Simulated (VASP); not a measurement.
Set up this calculation in VASP 6.6.1, as the native input.

* Task: single point
* Functional: RPBE
* Potentials or basis: VASP PAW PBE potentials, release 64 (Pb_d)
* Cutoff: 520 eV
* k mesh: 9 × 9 × 9
* Occupations: fermi-dirac, width 0.1 eV
* Spin: no spin polarisation
* Dipole correction: no
* Further INCAR settings: ALGO = Normal; EDIFF = 1e-07; NBANDS = 21

The structure of Pb lies in POSCAR:

```
Pb
1.0
    0.0000000000      3.4867016128      3.4867016128
    3.4867016128      0.0000000000      3.4867016128
    3.4867016128      3.4867016128      0.0000000000
Pb
2
Direct
    0.1250000000      0.1250000000      0.1250000000
    0.8750000000      0.8750000000      0.8750000000
```

This cell differs from its parent crystal: volume scaled by 0.92.

The input as run:

INCAR

```
SYSTEM = Pb
PREC = Accurate ; ENCUT = 520
EDIFF = 1E-7 ; ISMEAR = -1
SIGMA = 0.1 ; LREAL = .FALSE.
LASPH = .TRUE. ; NELM = 100
ALGO = Normal ; ISIF = 2
LWAVE = .FALSE. ; LCHARG = .TRUE.
GGA = RP ; LELF = .TRUE.
LVHAR = .TRUE. ; NBANDS = 21
```

KPOINTS

```
regular mesh
0
G
  9 9 9
  0 0 0
```

Potentials or basis: VASP PAW PBE potentials, release 64 (Pb_d).

Command:

```console
$ cat potpaw_PBE.64/Pb_d/POTCAR > POTCAR
$ mpirun -np 1 vasp_std > vasp.out
```

Results of the run:

- Pressure: 2.1 GPa
- Band gap on the k mesh: zero (band 14 reaches 4.49 eV, above the bottom of band 15 at 3.43 eV)

Caveat: the PAW data sets were made with another functional, which shifts forces and pressure a little; spin-orbit coupling is left out, which moves the levels of the heavy elements.

It took 2.8 min on 1 thread of AMD EPYC 7R13 (shared host), peak memory 0.22 GiB.
